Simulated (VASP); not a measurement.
A run of VASP 6.6.1 is set up as follows.

File INCAR:

```
SYSTEM = HfO2
PREC = Accurate
ENCUT = 520
EDIFF = 1E-6
ISMEAR = 0
SIGMA = 0.05
LREAL = .FALSE.
LASPH = .TRUE.
NELM = 60
ALGO = Normal
ISIF = 2
LWAVE = .FALSE.
LCHARG = .FALSE.
GGA = CA
NBANDS = 31
```

The input KPOINTS:

```
regular mesh
0
G
  6 6 6
  0 0 0
```

The input POSCAR:

```
HfO2
1.0
    3.5840250915      0.0061314184      0.0213839171
    0.0061314184      3.6036699533     -0.0572915624
    0.0310832071     -0.0832777963      5.2231153952
Hf O
2 4
Direct
    0.4889279167      0.5109226275      0.5010780588
    0.0216877672      0.0065586662      0.0035481184
    0.0119788363      0.5262563766      0.6921240712
    0.4924410825      0.0000498565      0.8065693481
    0.4996873911     -0.0269610784      0.3039621013
   -0.0147229937      0.4831735515      0.1927183023
```

Potentials or basis: VASP PAW LDA potentials, release 64 (Hf_pv, O).

Launch:

```bash
$ cat potpaw_LDA.64/Hf_pv/POTCAR potpaw_LDA.64/O/POTCAR > POTCAR
$ mpirun -np 1 vasp_std > vasp.out
```

(1) What does it give for the pressure?

(2) What does it give for the largest force?

Results:

(1) -9.7 GPa.

(2) 1.976 eV/Å.

Caveat: the cell differs from its parent crystal (atoms moved at random and the cell strained at random); forces of over 1 eV/Å act on the atoms, so gaps and moduli don't describe the material at rest.
